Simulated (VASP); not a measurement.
# TaSi2 (P1) in VASP: relaxation of cell and atoms with PBE

Aim: the relaxation of cell and atoms of TaSi2 with PBE.

Everything below comes from runs of VASP 6.6.1. Logs are shortened: lines on timing, memory, paths and dates and some standing lists are left out, and cuts for length are marked.

## (1) The cell of the first run

The typed cell holds 6 atoms: a = 2.953 Å, b = 5.217 Å, c = 6.303 Å, α = 89.30°, β = 88.25°, γ = 90.10°.

## (2) Relaxation of cell and atoms, PBE

INCAR reads:

```
  PREC = Accurate
  ENCUT = 600
  EDIFF = 1E-6
  ISMEAR = 0
  SIGMA = 0.2
  LREAL = F
  LASPH = T
  NELM = 60
  ALGO = Normal
  ISIF = 3
  LWAVE = F
  LCHARG = F
  GGA = PE
  IBRION = 2
  NSW = 80
  EDIFFG = -0.025
```

KPOINTS reads:

```
regular mesh
0
Gamma
  8 4 4
```

POSCAR reads:

```
TaSi2
1.0
    2.9522726378     -0.0027892884      0.0452350984
   -0.0048311892      5.2165434637      0.0317260839
    0.0960780989      0.0389049359      6.3017007561
Ta Si
2 4
Direct
    0.4991002398      0.1816098511      0.4937512298
   -0.0004145358      0.6692235078      0.5080601061
   -0.0287272283      0.3146410565      0.1908004386
    0.5234326429      0.8383072123      0.1825431292
   -0.0002079570      0.3255834328      0.8076701222
    0.5068168383      0.8373016062      0.8171749741
```

Potentials or basis: VASP PAW PBE potentials, release 64 (Ta_pv, Si).

Command:

```
cat potpaw_PBE.64/Ta_pv/POTCAR potpaw_PBE.64/Si/POTCAR > POTCAR
mpirun -np 1 vasp_std > vasp.out
```

OUTCAR:

```text
PREC = Accurate
   ENCUT = 600
   EDIFF = 1E-6
   ISMEAR = 0
   LREAL = F
   LASPH = T
   NELM = 60
   ISIF = 3
   GGA = PE
   IBRION = 2
   NSW = 80
   EDIFFG = -0.025

 ion  position               nearest neighbor table
   1  0.499  0.182  0.494-   3 2.42   5 2.55   3 2.59   5 2.62   4 2.67   6 2.70   2 2.94   2 2.94
                             2 3.05   2 3.06
   2  1.000  0.669  0.508-   6 2.56   5 2.59   6 2.65   4 2.66   4 2.67   3 2.74   1 2.94   1 2.94
                             1 3.05   1 3.06
   3  0.971  0.315  0.191-   5 2.41   1 2.42   1 2.59   2 2.74   4 2.81   4 2.97   4 3.04
   4  0.523  0.838  0.183-   6 2.30   2 2.66   2 2.67   1 2.67   3 2.81   3 2.97   3 3.04
   5  1.000  0.326  0.808-   3 2.41   1 2.55   2 2.59   1 2.62   6 2.93   6 2.96   6 3.04   6 3.06

   6  0.507  0.837  0.817-   4 2.30   2 2.56   2 2.65   1 2.70   5 2.93   5 2.96   5 3.04   5 3.06

  LATTYP: Found a triclinic cell.
 ALAT       =     6.8777138773
 B/A-ratio  =     0.4293026050
 C/A-ratio  =     0.7584849078
 COS(alpha) =     0.0017774926
 COS(beta)  =     0.0119790637
 COS(gamma) =     0.4013028773

  Lattice vectors:

 A1 = (   2.8561945389,  -0.0416942243,  -6.2564656577)
 A2 = (   2.9522726378,  -0.0027892884,   0.0452350984)
 A3 = (   0.0048311892,  -5.2165434637,  -0.0317260839)

Analysis of symmetry for initial positions (statically):
=====================================================================
 Subroutine PRICEL returns:
 Original cell was already a primitive cell.

 Routine SETGRP: Setting up the symmetry group for a
 triclinic supercell.

 Subroutine GETGRP returns: Found  1 space group operations
 (whereof  1 operations were pure point group operations)
 out of a pool of  2 trial point group operations.

The static configuration has the point symmetry C_1 .

Analysis of symmetry for dynamics (positions and initial velocities):
=====================================================================
 Subroutine PRICEL returns:
 Original cell was already a primitive cell.

 Routine SETGRP: Setting up the symmetry group for a
 triclinic supercell.

 Subroutine GETGRP returns: Found  1 space group operations
 (whereof  1 operations were pure point group operations)
 out of a pool of  2 trial point group operations.

The dynamic configuration has the point symmetry C_1 .

 Subroutine INISYM returns: Found  1 space group operations
 (whereof  1 operations are pure point group operations),
 and found     1 'primitive' translations

----------------------------------------------------------------------------------------

                                     Primitive cell

  volume of cell :      97.0239

  direct lattice vectors                    reciprocal lattice vectors
     2.952272638 -0.002789288  0.045235098     0.338801609  0.000345202 -0.005167628
    -0.004831189  5.216543464  0.031726084     0.000199303  0.191705219 -0.001186573
     0.096078099  0.038904936  6.301700756    -0.002433001 -0.000967623  0.158730388

  length of vectors
     2.952620484  5.216642176  6.302553214     0.338841193  0.191708995  0.158751982

  position of ions in fractional coordinates (direct lattice)
     0.499100240  0.181609851  0.493751230
     0.999585464  0.669223508  0.508060106
     0.971272772  0.314641057  0.190800439
     0.523432643  0.838307212  0.182543129
     0.999792043  0.325583433  0.807670122
     0.506816838  0.837301606  0.817174974

  ion indices of the primitive-cell ions
   primitive index   ion index
                 1           1
                 2           2
                 3           3
                 4           4
                 5           5
                 6           6

----------------------------------------------------------------------------------------

 KPOINTS: regular mesh

Automatic generation of k-mesh.
 Grid dimensions read from file:
 generate k-points for:    8    4    4

 Generating k-lattice:

  Cartesian coordinates                     Fractional coordinates (reciprocal lattice)
     0.042350201  0.000043150 -0.000645953     0.125000000 -0.000000000  0.000000000
     0.000049826  0.047926305 -0.000296643    -0.000000000  0.250000000  0.000000000
    -0.000608250 -0.000241906  0.039682597     0.000000000  0.000000000  0.250000000

  Length of vectors
     0.042355149  0.047927249  0.039687995

  Shift w.r.t. Gamma in fractional coordinates (k-lattice)
     0.000000000  0.000000000  0.000000000

 Subroutine IBZKPT returns following result:
 ===========================================

 Found     68 irreducible k-points:

 Following reciprocal coordinates:
            Coordinates               Weight
  0.000000  0.000000  0.000000      1.000000
  0.125000 -0.000000  0.000000      2.000000
  0.250000 -0.000000  0.000000      2.000000
  0.375000 -0.000000  0.000000      2.000000
  0.500000 -0.000000  0.000000      1.000000
  0.000000  0.250000  0.000000      2.000000
[... 16 lines left out ...]
  0.500000  0.000000  0.250000      2.000000
 -0.375000  0.000000  0.250000      2.000000
 [... further k-points ...]
   k-points           NKPTS =     68   k-points in BZ     NKDIM =     68   number of bands    NBANDS=     23
   number of dos      NEDOS =    301   number of ions     NIONS =      6
   total plane-waves  NPLWV =  50400
   dimension x,y,z NGX =    24 NGY =   42 NGZ =   50
   dimension x,y,z NGXF=    48 NGYF=   84 NGZF=  100
   ions per type =               2   4
   NGX,Y,Z   is equivalent  to a cutoff of  13.51, 13.38, 13.19 a.u.
   NGXF,Y,Z  is equivalent  to a cutoff of  27.03, 26.77, 26.38 a.u.
 SYSTEM =  unknown system
   PREC   = accura    normal or accurate (medium, high low for compatibility)
   ISTART =      0    job   : 0-new  1-cont  2-samecut
   ICHARG =      2    charge: 1-file 2-atom 10-const
   ISPIN  =      1    spin polarized calculation?
   LNONCOLLINEAR =      F non collinear calculations
   LSORBIT =      F    spin-orbit coupling
   LASPH  =      T    aspherical Exc in radial PAW
   ENCUT  =  600.0 eV  44.10 Ry    6.64 a.u.   5.90 10.42 12.59*2*pi/ulx,y,z
   NELM   =     60;   NELMIN=  2; NELMDL= -5     # of ELM steps
   EDIFF  = 0.1E-05   stopping-criterion for ELM
   LREAL  =      F    real-space projection
   EDIFFG = -.3E-01   stopping-criterion for IOM
   NSW    =     80    number of steps for IOM
   IBRION =      2    ionic relax: 0-MD 1-quasi-New 2-CG
   NFREE  =      1    steps in history (QN), initial steepest desc. (CG)
   ISIF   =      3    stress and relaxation
   ISYM   =      2    0-nonsym 1-usesym 2-fastsym
   POTIM  = 0.5000    time-step for ionic-motion
   TEBEG  =    0.0;   TEEND  =   0.0 temperature during run
   PSTRESS=    0.0 pullay stress
   NELECT =      38.0000    total number of electrons
   NUPDOWN=      -1.0000    fix difference up-down
   EMIN   =  10.00;   EMAX   =-10.00  energy-range for DOS
   EFERMI =   0.00;   METHOD = LEGACY
   ISMEAR =     0;   SIGMA  =   0.20  broadening in eV -4-tet -1-fermi 0-gaus
   EFERMI_NEDOS =   21; number of points for ismear=-14 and -15
   IALGO  =     38    algorithm
   IMIX   =      4    mixing-type and parameters
     AMIX     =   0.40;   BMIX     =  1.00
     AMIX_MAG =   1.60;   BMIX_MAG =  1.00
  volume/ion in A,a.u.               =      16.17       109.12
  Fermi-wavevector in a.u.,A,eV,Ry     =   1.197778  2.263473 19.519907  1.434673
  Thomas-Fermi vector in A             =   2.333684
   LORBIT       =      0    0 simple, 1 ext, 2 COOP (PROOUT), +10 PAW based schemes
   GGA     = PE    functional components
   LHFCALC =     F    Hartree Fock is set to
   AEXX    =    0.0000 exact exchange contribution
   IVDW    =     0    specifies the selected vdW correction
   LEPSILON=     F    determine dielectric tensor
   LRPA    =     F    only Hartree local field effects (RPA)
 conjugate gradient relaxation of ions
 non-spin polarized calculation
 Gauss-broadening in eV      SIGMA  =   0.20
  energy-cutoff  :      600.00
  volume of cell :       97.02
 maximum number of plane-waves:      3270
   NGX = 11   NGY = 21   NGZ = 25

--------------------------------------- Ionic step        1  -------------------------------------------

 number of electron      38.0000002 magnetization

 Free energy of the ion-electron system (eV)
  ---------------------------------------------------
  ext. energy  EPLUGINS =         0.00000000
  ---------------------------------------------------
  free energy    TOTEN  =       -45.20401241 eV

  energy without entropy =      -45.14313458  energy(sigma->0) =      -45.17357350

------------------------ aborting loop because EDIFF is reached ----------------------------------------

  FORCE on cell =-STRESS in cart. coord.  units (eV):
  Direction    XX          YY          ZZ          XY          YZ          ZX
  --------------------------------------------------------------------------------------
  -------------------------------------------------------------------------------------
  Total        2.4296870      2.7698960      3.2883201     -0.1243735     -0.8737272     -2.8830970
  in kB       40.1219547     45.7399005     54.3007510     -2.0538075    -14.4280485    -47.6092125
  external PRESSURE =      46.7208688 kB  Pullay stress =       0.0000000 kB
[... 101 lines left out ...]
  FREE ENERGIE OF THE ION-ELECTRON SYSTEM (eV)
  ---------------------------------------------------
  free  energy   TOTEN  =       -45.4182205148 eV

  energy  without entropy=      -45.3544294666  energy(sigma->0) =      -45.38632499

[... ionic steps 4 to 18 ...]

--------------------------------------- Ionic step       19  -------------------------------------------

 number of electron      37.9999998 magnetization

------------------------ aborting loop because EDIFF is reached ----------------------------------------

  FORCE on cell =-STRESS in cart. coord.  units (eV):
  Direction    XX          YY          ZZ          XY          YZ          ZX
  --------------------------------------------------------------------------------------
  -------------------------------------------------------------------------------------
  Total        0.0271718      0.0058101      0.0255440      0.0072780      0.0141492      0.0085715
  in kB        0.4400716      0.0940995      0.4137076      0.1178738      0.2291578      0.1388232
  external PRESSURE =       0.3159596 kB  Pullay stress =       0.0000000 kB
[... 65 lines left out ...]
  energy  without entropy=      -45.5236332413  energy(sigma->0) =      -45.54839082

--------------------------------------- Ionic step       21  -------------------------------------------

 number of electron      37.9999998 magnetization

 Free energy of the ion-electron system (eV)
  ---------------------------------------------------
  ext. energy  EPLUGINS =         0.00000000
  ---------------------------------------------------
  free energy    TOTEN  =       -45.57324417 eV

  energy without entropy =      -45.52375027  energy(sigma->0) =      -45.54849722

 E-fermi :   7.8628     XC(G=0): -11.3980

 val. band max:        7.8603187437   @ k =  -0.1250   0.2500  -0.0000
 cond. band min:       7.8680640361   @ k =   0.1250   0.5000   0.5000
 fundamental gap:      0.0077452924
 Fermi energy:         7.8627840997

 k-point     1 :       0.0000    0.0000    0.0000
  band No.  band energies     occupation
      1     -26.8390      2.00000
      2     -26.5682      2.00000
      3     -26.4435      2.00000
      4     -26.1660      2.00000
      5     -26.1307      2.00000
      6     -25.9899      2.00000
[... 613 lines left out ...]
     22       8.8582      0.00000
     23       9.6200      0.00000

 [... further k-points ...]
[... 5 lines left out ...]
  --------------------------------------------------------------------------------------
  -------------------------------------------------------------------------------------
  Total       -0.0238740     -0.0054892     -0.0226404     -0.0017614     -0.0215430      0.0114031
  in kB       -0.3864925     -0.0888644     -0.3665218     -0.0285149     -0.3487565      0.1846028
  external PRESSURE =      -0.2806262 kB  Pullay stress =       0.0000000 kB
[... 21 lines left out ...]
  FREE ENERGIE OF THE ION-ELECTRON SYSTEM (eV)
  ---------------------------------------------------
  free  energy   TOTEN  =       -45.5732441658 eV

  energy  without entropy=      -45.5237502693  energy(sigma->0) =      -45.54849722

 reached required accuracy - stopping structural energy minimisation
```

Run time: 15 min. Hardware: 1 thread of AMD EPYC 9R45 (Zen 5), shared host; peak memory 0.31 GiB.

What came out:

- Free energy: -45.5732 eV
- Relaxed volume: 16.49 Å³/atom
- Relaxed cell: a = 2.951 Å, b = 5.332 Å, c = 6.314 Å, α = 90.00°, β = 90.00°, γ = 95.16°
- Space group after relaxing (to 0.05 Å): Pm (No. 6)
- Energy gained by relaxing: 61.5 meV/atom
- Ionic steps: 21
- Pressure after relaxing: 0.0 GPa
- Largest force after relaxing: 0.023 eV/Å
- Band gap on the k mesh: zero (band 19 reaches 9.20 eV, above the bottom of band 20 at 6.43 eV)

Forces on the atoms (eV/Å):
```
Ta   0.008 -0.004 -0.004
Ta  -0.004  0.000 -0.008
Si   0.015  0.003  0.005
Si  -0.021  0.006 -0.002
Si   0.007 -0.003  0.009
Si  -0.004 -0.003  0.000
```

The path:
| step | energy change (eV) | largest force (eV/Å) | pressure (GPa) | volume (Å³) |
| --- | --- | --- | --- | --- |
| 1 | 0.0000 | 1.9845 | 4.67 | 97.02 |
| 2 | -0.0897 | 0.9391 | -7.14 | 103.74 |
| 3 | -0.2142 | 0.4039 | -2.70 | 100.66 |
| 4 | -0.2437 | 0.4894 | 1.85 | 97.91 |
| 5 | -0.2509 | 0.3952 | 0.38 | 98.73 |
| 6 | -0.2739 | 0.2693 | 0.49 | 98.59 |
| 7 | -0.3044 | 0.6714 | 1.01 | 98.18 |
| 8 | -0.3135 | 0.7043 | 0.77 | 98.34 |
| 9 | -0.3233 | 0.7947 | 0.13 | 98.78 |
| 10 | -0.3349 | 0.6138 | 0.04 | 98.83 |
| 11 | -0.3512 | 0.2387 | -0.13 | 98.99 |
| 12 | -0.3513 | 0.2644 | -0.14 | 99.01 |
| 13 | -0.3560 | 0.2040 | -0.05 | 98.95 |
| 14 | -0.3628 | 0.2078 | 0.26 | 98.77 |
| 15 | -0.3664 | 0.1209 | -0.08 | 98.97 |
| 16 | -0.3679 | 0.0585 | -0.49 | 99.21 |
| 17 | -0.3687 | 0.0618 | 0.27 | 98.78 |
| 18 | -0.3688 | 0.0447 | 0.05 | 98.91 |
| 19 | -0.3691 | 0.0305 | 0.03 | 98.93 |
| 20 | -0.3691 | 0.0259 | 0.02 | 98.94 |
| 21 | -0.3692 | 0.0225 | -0.03 | 98.97 |

Final structure:
```xyz
6
Lattice="2.9484 -0.1320 -0.0001 -0.2417 5.3269 0.0002 0.0006 0.0003 6.3142" Properties=species:S:1:pos:R:3 pbc="T T T"
Ta    1.3827    0.8068    3.1572
Ta    2.7584    3.4041    3.1577
Si    2.8582    1.6516    1.1653
Si    1.3243    4.3786    1.1692
Si    2.8642    1.6536    5.1474
Si    1.3163    4.3810    5.1461
```

Levels at points of the mesh, in eV from the Fermi level:
| k point | band 16 | band 17 | band 18 | band 19 | band 20 | band 21 | band 22 | band 23 |
| --- | --- | --- | --- | --- | --- | --- | --- | --- |
| (0.00, 0.00, 0.00) | -1.56 | -0.88 | 0.67 | 0.94 | 0.99 | 1.76 | 2.16 | 2.46 |
| (0.50, 0.00, 0.00) | -2.83 | -2.33 | -2.16 | -1.10 | -0.93 | -0.51 | -0.40 | 1.80 |
| (0.00, 0.50, 0.00) | -1.54 | -1.14 | -1.13 | 1.34 | 1.38 | 1.38 | 1.38 | 1.94 |
| (0.50, 0.50, 0.00) | -3.02 | -1.65 | -0.83 | -0.74 | 0.81 | 0.94 | 1.08 | 1.15 |
| (0.00, 0.00, 0.50) | -2.62 | -0.87 | 0.47 | 1.01 | 1.66 | 2.50 | 2.54 | 2.89 |
| (0.50, 0.00, 0.50) | -3.50 | -1.86 | -1.68 | -1.56 | -1.43 | 0.43 | 0.49 | 1.25 |
| (0.00, 0.50, 0.50) | -1.76 | -1.24 | -1.21 | 1.15 | 1.20 | 1.98 | 2.01 | 2.06 |
| (0.50, 0.50, 0.50) | -2.92 | -2.66 | -2.34 | -1.08 | 0.62 | 2.75 | 2.89 | 2.93 |

Caveat: spin-orbit coupling is left out, which moves the levels of the heavy elements.
